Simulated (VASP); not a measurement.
# SnO (P1) in VASP: further runs

SnO is run at these levels: PBEsol; tasks: single point.

Everything below comes from runs of VASP 6.6.1. Logs are shortened: lines on timing, memory, paths and dates and some standing lists are left out, and cuts for length are marked.

## 1. The cell of the first run

The typed cell holds 12 atoms: a = 3.316 Å, b = 5.705 Å, c = 11.695 Å, α = 92.33°, β = 88.65°, γ = 90.00°.

## 2. Single point, PBEsol (the part above a cut slid along it)

Contents of INCAR:

```
SYSTEM = SnO
PREC = Accurate
ENCUT = 520
EDIFF = 1E-6
ISMEAR = 0
SIGMA = 0.05
LREAL = .False.
LASPH = .True.
NELM = 80
ALGO = Normal
ISIF = 2
LWAVE = .False.
LCHARG = .False.
GGA = PS
NBANDS = 72
KPAR = 4
```

Contents of KPOINTS:

```
Automatic mesh
0
Gamma
  8 5 3
  0 0 0
```

Contents of POSCAR:

```
SnO
1.0
   -3.3156086772      0.0000000000      0.0000000000
    0.0000000000     -5.7050005398      0.0000000000
   -0.2761902028      0.4752265450     11.6824937061
Sn O
6 6
Direct
   -0.0736114953      0.8398233737      0.8836914207
   -0.0180781620      0.7842900404      0.2170247540
   -0.0458448287      0.8120567071      0.5503580874
    0.4402718380      0.2935162836      0.7170247540
    0.4958051713      0.2379829503      0.0503580874
    0.4680385047      0.2657496169      0.3836914207
   -0.0790996458      0.1937430160      0.9495755793
   -0.0235663124      0.1382096826      0.2829089126
   -0.0513329791      0.1659763493      0.6162422460
    0.4347836876      0.9505729422      0.7829089126
    0.4903170209      0.8950396089      0.1162422460
    0.4625503542      0.9228062756      0.4495755793
```

Potentials or basis: VASP PAW PBE potentials, release 64 (Sn_d, O).

Started as:

```
> cat potpaw_PBE.64/Sn_d/POTCAR potpaw_PBE.64/O/POTCAR > POTCAR
> mpirun -np 4 vasp_std > vasp.out
```

OUTCAR:

```text
SYSTEM = SnO
   PREC = Accurate
   ENCUT = 520
   EDIFF = 1E-6
   ISMEAR = 0
   LREAL = .False.
   LASPH = .True.
   NELM = 80
   ISIF = 2
   GGA = PS

 ion  position               nearest neighbor table
   1  0.926  0.840  0.884-   7 2.13  10 2.14  10 2.14   5 3.24   5 3.51   4 3.70   4 3.70
   2  0.982  0.784  0.217-   8 2.13  11 2.14  11 2.14   5 3.70   5 3.70   6 3.70   6 3.70
   3  0.954  0.812  0.550-   9 2.13  12 2.14  12 2.14   4 3.70   4 3.70   6 3.70   6 3.70
   4  0.440  0.294  0.717-  10 2.13   9 2.14   9 2.14   3 3.70   3 3.70   1 3.70   1 3.70
   5  0.496  0.238  0.050-   7 1.83  11 2.13   7 2.27   1 3.24   1 3.51   2 3.70   2 3.70
   6  0.468  0.266  0.384-  12 2.13   8 2.14   8 2.14   3 3.70   2 3.70   3 3.70   2 3.70
   7  0.921  0.194  0.950-   5 1.83   1 2.13   5 2.27
   8  0.976  0.138  0.283-   2 2.13   6 2.14   6 2.14
   9  0.949  0.166  0.616-   3 2.13   4 2.14   4 2.14
  10  0.435  0.951  0.783-   4 2.13   1 2.14   1 2.14
  11  0.490  0.895  0.116-   5 2.13   2 2.14   2 2.14
  12  0.463  0.923  0.450-   6 2.13   3 2.14   3 2.14

  LATTYP: Found a triclinic cell.
 ALAT       =     8.7475753647
 B/A-ratio  =     0.3790317361
 C/A-ratio  =     1.8295291746
 COS(alpha) =     0.0172576333
 COS(beta)  =     0.4586881430
 COS(gamma) =     0.7580634722

  Lattice vectors:

 A1 = (   6.6312173544,   5.7050005398,   0.0000000000)
 A2 = (   3.3156086772,   0.0000000000,   0.0000000000)
 A3 = (   0.2761902028,  10.9347745346, -11.6824937061)

Analysis of symmetry for initial positions (statically):
=====================================================================
 Subroutine PRICEL returns:
 Original cell was already a primitive cell.

 Routine SETGRP: Setting up the symmetry group for a
 triclinic supercell.

 Subroutine GETGRP returns: Found  1 space group operations
 (whereof  1 operations were pure point group operations)
 out of a pool of  2 trial point group operations.

The static configuration has the point symmetry C_1 .

Analysis of symmetry for dynamics (positions and initial velocities):
=====================================================================
 Subroutine PRICEL returns:
 Original cell was already a primitive cell.

 Routine SETGRP: Setting up the symmetry group for a
 triclinic supercell.

 Subroutine GETGRP returns: Found  1 space group operations
 (whereof  1 operations were pure point group operations)
 out of a pool of  2 trial point group operations.

[... 130 lines left out ...]
   PSTRESS=    0.0 pullay stress
   NELECT =     120.0000    total number of electrons
   NUPDOWN=      -1.0000    fix difference up-down
   EMIN   =  10.00;   EMAX   =-10.00  energy-range for DOS
   EFERMI =   0.00;   METHOD = LEGACY
   ISMEAR =     0;   SIGMA  =   0.05  broadening in eV -4-tet -1-fermi 0-gaus
   EFERMI_NEDOS =   21; number of points for ismear=-14 and -15
   IALGO  =     38    algorithm
   IMIX   =      4    mixing-type and parameters
     AMIX     =   0.40;   BMIX     =  1.00
     AMIX_MAG =   1.60;   BMIX_MAG =  1.00
  volume/ion in A,a.u.               =      18.42       124.27
  Fermi-wavevector in a.u.,A,eV,Ry     =   1.335623  2.523961 24.271264  1.783888
  Thomas-Fermi vector in A             =   2.464312
   LORBIT       =      0    0 simple, 1 ext, 2 COOP (PROOUT), +10 PAW based schemes
   GGA     = PS    functional components
   LHFCALC =     F    Hartree Fock is set to
   AEXX    =    0.0000 exact exchange contribution
   IVDW    =     0    specifies the selected vdW correction
   LEPSILON=     F    determine dielectric tensor
   LRPA    =     F    only Hartree local field effects (RPA)
 non-spin polarized calculation
 Gauss-broadening in eV      SIGMA  =   0.05
  energy-cutoff  :      520.00
  volume of cell :      220.98
 maximum number of plane-waves:      5975
 NGX is ok and might be reduce to    28
   NGX = 13   NGY = 21   NGZ = 43

 number of electron     119.9999989 magnetization

 Free energy of the ion-electron system (eV)
  ---------------------------------------------------
  ext. energy  EPLUGINS =         0.00000000
  ---------------------------------------------------
  free energy    TOTEN  =       -70.45439037 eV

  energy without entropy =      -70.45439037  energy(sigma->0) =      -70.45439037

 E-fermi :   5.8350     XC(G=0): -10.2148

 val. band max:        5.6060952097   @ k =   0.0000   0.0000   0.0000
 cond. band min:       6.9329336211   @ k =   0.3750   0.4000  -0.0000
 fundamental gap:      1.3268384113
 Fermi energy:         5.8349980608

 k-point     1 :       0.0000    0.0000    0.0000
  band No.  band energies     occupation
      1     -16.1895      2.00000
      2     -15.5649      2.00000
      3     -15.4970      2.00000
      4     -15.4015      2.00000
      5     -15.3389      2.00000
      6     -15.2236      2.00000
[... 1789 lines left out ...]
     71      10.8237      0.00000
     72      11.1404      0.00000

 [... further k-points ...]

------------------------ aborting loop because EDIFF is reached ----------------------------------------

  FORCE on cell =-STRESS in cart. coord.  units (eV):
  Direction    XX          YY          ZZ          XY          YZ          ZX
  --------------------------------------------------------------------------------------
  -------------------------------------------------------------------------------------
  Total        6.9952833      2.8068727      5.9078194     -0.9591887     -2.5546734      5.0985337
  in kB       50.7179133     20.3506732     42.8334722     -6.9544071    -18.5221524     36.9659064
  external PRESSURE =      37.9673529 kB  Pullay stress =       0.0000000 kB

 VOLUME and BASIS-vectors are now :
 -----------------------------------------------------------------------------
  energy-cutoff  :      520.00
  volume of cell :      220.98
      direct lattice vectors                 reciprocal lattice vectors
    -3.315608677  0.000000000  0.000000000    -0.301603747  0.000000000 -0.007130327
     0.000000000 -5.705000540  0.000000000     0.000000000 -0.175284821  0.007130327
    -0.276190203  0.475226545 11.682493706     0.000000000  0.000000000  0.085598163

 POSITION                                       TOTAL-FORCE (eV/Angst)
 -----------------------------------------------------------------------------------
     -3.31561     -4.37124     10.32372        -0.096612      1.031869     -0.656928
     -3.31561     -4.37124      2.53539        -0.020704      0.260080      0.190720
     -3.31561     -4.37124      6.42955        -0.000012      0.088418     -0.026376
     -1.65780     -1.33376      8.37664         0.000314     -0.134152     -0.120798
     -1.65780     -1.33376      0.58831         3.969819     -2.431770      4.597550
     -1.65780     -1.33376      4.48247        -0.000655     -0.079979     -0.125836
     -3.31561     -0.65404     11.09341        -3.922605      1.404257     -3.503428
     -3.31561     -0.65404      3.30508         0.049846      0.001328      0.136211
     -3.31561     -0.65404      7.19925        -0.004886     -0.028154      0.012930
     -1.65780     -5.05096      9.14633        -0.031601     -0.091302      0.004584
     -1.65780     -5.05096      1.35800         0.050365     -0.066316     -0.545839
     -1.65780     -5.05096      5.25216         0.006731      0.045721      0.037211
 -----------------------------------------------------------------------------------
    total drift:                                0.000138     -0.000334      0.001711

  FREE ENERGIE OF THE ION-ELECTRON SYSTEM (eV)
  ---------------------------------------------------
  free  energy   TOTEN  =       -70.4543903713 eV

  energy  without entropy=      -70.4543903713  energy(sigma->0) =      -70.45439037
```

Wall time 6.8 min (4 MPI ranks of Intel Xeon Platinum 8259CL at 2.50GHz (Skylake/Cascade Lake), shared host); peak memory 0.76 GiB.

What came out:

| Property | Result |
| --- | --- |
| Free energy | -70.4544 eV |
| Pressure | 3.8 GPa |
| Largest force | 6.543 eV/Å |
| Band gap on the k mesh | 1.33 eV (least direct gap 1.40 eV) |

Forces on the atoms (eV/Å):
```
Sn  -0.097  1.032 -0.657
Sn  -0.021  0.260  0.191
Sn   0.000  0.088 -0.026
Sn   0.000 -0.134 -0.121
Sn   3.970 -2.432  4.598
Sn  -0.001 -0.080 -0.126
O   -3.923  1.404 -3.503
O    0.050  0.001  0.136
O   -0.005 -0.028  0.013
O   -0.032 -0.091  0.005
O    0.050 -0.066 -0.546
O    0.007  0.046  0.037
```

Stress tensor (GPa, compression positive):
```
 5.07 -0.70  3.70
-0.70  2.04 -1.85
 3.70 -1.85  4.28
```

Levels at points of the mesh, in eV from the valence-band top:
```tsv
k point	band 58	band 59	band 60	band 61	band 62	band 63
(0.00, 0.00, 0.00)	-1.19	-0.86	0.00	2.43	2.55	2.95
(0.50, 0.00, 0.00)	-1.19	-1.07	-0.63	2.20	2.41	2.52
```

Caveat: the cell differs from its parent crystal (the part above a cut slid along it); the cell stands under pressure; the PAW data sets were made with another functional, which shifts forces and pressure a little; spin-orbit coupling is left out, which moves the levels of the heavy elements.

## 3. Single point, PBEsol (the part above a cut slid along it)

Contents of INCAR:

```
PREC = Accurate ; ENCUT = 520
EDIFF = 1E-7 ; ISMEAR = 0
SIGMA = 0.05 ; LREAL = False
LASPH = True ; NELM = 60
ALGO = Normal ; ISIF = 2
LWAVE = False ; LCHARG = False
GGA = PS ; NBANDS = 72
KPAR = 4
```

Contents of KPOINTS:

```
regular mesh
0
Gamma
  8 5 3
```

Contents of POSCAR:

```
SnO
1.0
   -3.3156086772      0.0000000000      0.0000000000
    0.0000000000     -5.7050005398      0.0000000000
   -1.1050923721      1.9014766799     11.6824937061
Sn O
6 6
Direct
   -0.2945343505      1.0607462289      0.8836914207
   -0.0723343505      0.8385462289      0.2170247540
   -0.1834343505      0.9496462289      0.5503580874
    0.2610156495      0.4727724721      0.7170247540
    0.4832156495      0.2505724721      0.0503580874
    0.3721156495      0.3616724721      0.3836914207
   -0.3164935406      0.4311369108      0.9495755793
   -0.0942935406      0.2089369108      0.2829089126
   -0.2053935406      0.3200369108      0.6162422460
    0.2390564594      1.1463001704      0.7829089126
    0.4612564594      0.9241001704      0.1162422460
    0.3501564594      1.0352001704      0.4495755793
```

Potentials or basis: VASP PAW PBE potentials, release 64 (Sn_d, O).

Started as:

```
> cat potpaw_PBE.64/Sn_d/POTCAR potpaw_PBE.64/O/POTCAR > POTCAR
> mpirun -np 4 vasp_std > vasp.out
```

Run time: 7.6 min. Hardware: 4 MPI ranks of AMD EPYC 7R13 (Zen 3), shared host; peak memory 0.74 GiB.

The run converged. Its results:

```yaml
Free_energy: -64.7872 eV
Pressure: 9.9 GPa
Largest_force: 17.231 eV/Å
Band_gap_on_the_k_mesh: 0.36 eV (least direct gap 0.75 eV)
```

Forces on the atoms (eV/Å):
```
Sn   -3.520   4.100 -12.367
Sn   -0.012  -0.077  -0.271
Sn   -0.003   0.112  -0.065
Sn    0.017  -0.271   0.304
Sn    5.751  -1.140  16.203
Sn   -0.003  -0.032  -0.070
O    -2.098  -4.205  -4.680
O     0.063  -0.031   0.375
O     0.010   0.022   0.062
O     0.150   0.511  -0.180
O    -0.356   0.957   0.643
O     0.000   0.055   0.044
```

Stress tensor (GPa, compression positive):
```
 1.12 -0.75  6.24
-0.75  6.92 -2.46
 6.24 -2.46 21.67
```

Levels at points of the mesh, in eV from the valence-band top:
| k point | band 57 | band 58 | band 59 | band 60 | band 61 | band 62 | band 63 | band 64 |
| --- | --- | --- | --- | --- | --- | --- | --- | --- |
| (0.00, 0.00, 0.00) | -1.82 | -1.42 | -0.82 | -0.04 | 1.29 | 2.47 | 2.72 | 2.98 |
| (0.50, 0.00, 0.00) | -1.48 | -1.45 | -1.39 | -0.47 | 0.37 | 1.73 | 2.23 | 2.26 |

Caveat: the cell differs from its parent crystal (the part above a cut slid along it); the stress differs along the axes, from 1 to 22 GPa; semilocal functionals underestimate gaps, and a narrow one can read as zero; the PAW data sets were made with another functional, which shifts forces and pressure a little; spin-orbit coupling is left out, which moves the levels of the heavy elements.
